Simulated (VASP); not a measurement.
**Ti3Si: single point with PBEsol**

Ti3Si:

```
Ti Si
1.0
     0.00000    3.14436    3.14436
     3.14436    0.00000    3.14436
     3.14436    3.14436    0.00000
Ti Si
3 1
Direct
  0.00000 0.00000 0.00000
  0.25000 0.25000 0.25000
  0.75000 0.75000 0.75000
  0.50000 0.50000 0.50000
```

```yaml
Program: VASP 6.6.1
Task: single point
Functional: PBEsol
Potentials_or_basis: VASP PAW PBE potentials, release 64 (Ti_sv, Si)
Cutoff: 520 eV
k_mesh: 7 × 7 × 7
Occupations: fermi-dirac, width 0.05 eV
Spin: no spin polarisation
```

```json
{
  "Pressure": "-5.0 GPa",
  "Band gap on the k mesh": "zero (band 20 reaches 9.29 eV, above the bottom of band 21 at 8.98 eV)"
}
```

Levels at points of the mesh, in eV from the Fermi level:
| k point | band 17 | band 18 | band 19 | band 20 | band 21 | band 22 | band 23 | band 24 |
| --- | --- | --- | --- | --- | --- | --- | --- | --- |
| (0.00, 0.00, 0.00) | -1.99 | -1.99 | -0.02 | -0.02 | -0.02 | 2.10 | 2.29 | 2.29 |

Wall time 2.4 min on 1 thread of Intel(R) Xeon(R) Platinum 8259CL CPU @ 2.50GHz (Skylake/Cascade Lake) (shared host), peak memory 0.21 GiB.

Caveat: the PAW data sets were made with another functional, which shifts forces and pressure a little.
